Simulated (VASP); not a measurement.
Zr2TeSe: single point with PBE

The system is Zr2TeSe.

```xyz
4
Lattice="3.7948 0.0000 0.0000 0.0000 3.9952 0.0000 0.0000 0.0000 6.7458" Properties=species:S:1:pos:R:3 pbc="T T T"
Zr    0.0000    1.9976    5.0457
Zr    0.0000    1.9976    1.7001
Te    1.8974    1.9976    3.3729
Se    0.0000    0.0000    0.0000
```

| Item | Value |
| --- | --- |
| Program | VASP 6.6.1 |
| Task | single point |
| Functional | PBE |
| Potentials or basis | VASP PAW PBE potentials, release 64 (Zr_sv, Te, Se) |
| Cutoff | 520 eV |
| k mesh | 4 × 4 × 4 |
| Occupations | gaussian, width 0.1 eV |
| Spin | no spin polarisation |
| Dipole correction | no |
| Further INCAR settings | ALGO = Normal; EDIFF = 1e-06; NBANDS = 26 |

```
Pressure               : 16.6 GPa
Largest force          : 3.799 eV/Å
Band gap on the k mesh : zero (band 18 reaches 8.36 eV, above the bottom of band 19 at 6.75 eV)
```

Forces in eV/Å, atoms in the order of the input:
```
Zr   0.000  0.000  3.799
Zr   0.000  0.000 -3.799
Te   0.000  0.000  0.000
Se   0.000  0.000  0.000
```

Stress tensor (GPa, compression positive):
```
28.42  0.00  0.00
 0.00 -0.95  0.00
 0.00  0.00 22.25
```

Levels at points of the mesh, in eV from the Fermi level:
```csv
k point,band 14,band 15,band 16,band 17,band 18,band 19,band 20,band 21,band 22,band 23
"(0.00, 0.00, 0.00)",-4.34,-2.27,-2.16,-1.94,-1.44,1.26,1.26,1.41,1.43,1.69
"(0.50, 0.00, 0.00)",-4.38,-3.99,-2.70,-0.97,0.52,1.07,1.28,1.50,2.03,2.37
"(0.00, 0.50, 0.00)",-4.21,-4.06,-2.37,-1.45,0.86,1.09,1.26,1.51,1.91,2.22
"(0.50, 0.50, 0.00)",-3.68,-3.66,-3.25,-1.13,-1.11,-0.74,1.76,1.99,2.11,2.19
"(0.00, 0.00, 0.50)",-4.11,-2.81,-2.39,-1.52,-1.02,1.40,1.46,1.47,1.64,1.93
"(0.50, 0.00, 0.50)",-4.27,-4.03,-2.64,-0.58,0.15,0.19,0.76,1.68,2.10,2.23
"(0.00, 0.50, 0.50)",-4.24,-3.93,-2.34,-1.24,0.50,0.54,0.71,1.59,1.96,2.36
"(0.50, 0.50, 0.50)",-4.49,-3.91,-3.75,-0.96,-0.66,0.85,1.55,1.66,1.67,1.77
```

Run time: 87 s on 1 thread of Intel Xeon 6975P-C, with other jobs on the host, peak memory 0.24 GiB.

Caveat: the k points lie up to 0.41 Å⁻¹ apart; spin-orbit coupling is left out, which moves the levels of the heavy elements; forces of over 1 eV/Å act on the atoms, so gaps and moduli don't describe the material at rest.
